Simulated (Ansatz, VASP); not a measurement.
Cu: VASP beside Ansatz

File INCAR:

```
SYSTEM = Cu
ALGO     = Normal         ! electronic algorithm
EDIFF    = 1E-6           ! SCF threshold, eV
ENCUT    = 520            ! plane-wave cutoff, eV
GGA      = PE             ! functional
ISIF     = 2              ! what is computed and relaxed
ISMEAR   = -1             ! smearing method
LASPH    = .True.         ! aspherical terms in the spheres
LCHARG   = .False.        ! write CHGCAR
LREAL    = .False.        ! projectors in reciprocal space
LWAVE    = .False.        ! write WAVECAR
NBANDS   = 12             ! bands
NELM     = 100            ! most SCF steps
PREC     = Accurate       ! precision mode
SIGMA    = 0.08           ! smearing width, eV
```

The input KPOINTS:

```
k-points
0
Gamma
  19 19 19
  0 0 0
```

File POSCAR:

```
Cu
1.0
   -0.0361500000      1.7894250000      1.7894250000
    1.7894250000     -0.0361500000      1.7894250000
    1.7894250000      1.7894250000     -0.0361500000
Cu
1
Direct
    0.0000000000      0.0000000000      0.0000000000
```

Input for Ansatz:

```yaml
crystal:
  lattice:
    - [-0.03615, 1.789425, 1.789425]
    - [1.789425, -0.03615, 1.789425]
    - [1.789425, 1.789425, -0.03615]
  atoms:
    - { symbol: Cu, position: [0.0, 0.0, 0.0] }
kpoints:
  mp_grid: { grid: [19, 19, 19] }
  band_path:
    path:
      - [0.0, 0.0, 0.0]
      - [0.5, 0.5, 0.5]
      - [0.2551801333, 0.5, 0.7448198667]
      - [-0.2551801333, 0.2551801333, 0.5]
      - [0.0, 0.0, 0.5]
      - [0.0, 0.0, 0.0]
      - [-0.3775900666, 0.0, 0.3775900666]
      - [0.0, 0.3775900666, 0.6224099334]
      - [0.0, 0.5, 0.5]
    npoints: 5
scf:
  occupations: { method: fermi_dirac, width: 0.08 }
hamiltonian:
  xc: pbe
  pseudopotentials: { kind: all_electron, lapw: { basis_error: 0.00025 } }
output:
  forces: true
  stress: true
  eigenvalues: true
```

Change from the starting cell: equal xy, yz and zx shear strains of -2 %.

Alike in both runs: task single point; functional PBE; k mesh 19 × 19 × 19; occupations fermi-dirac, width 0.08 eV; no spin polarisation.

```csv
,VASP,Ansatz
version,VASP 6.6.1,Ansatz 0.2.0
potentials or method,"VASP PAW PBE potentials, release 64 (Cu), cutoff 520 eV","all-electron LAPW, scalar-relativistic"
```

```csv
,VASP,Ansatz,Ansatz less VASP
pressure (GPa),2.5,1.9,-0.56
"traceless stress, the component that is largest in VASP (GPa)",1.44,1.46,+0.023
```

Ansatz ran all-electron here, and VASP with PAW potentials.
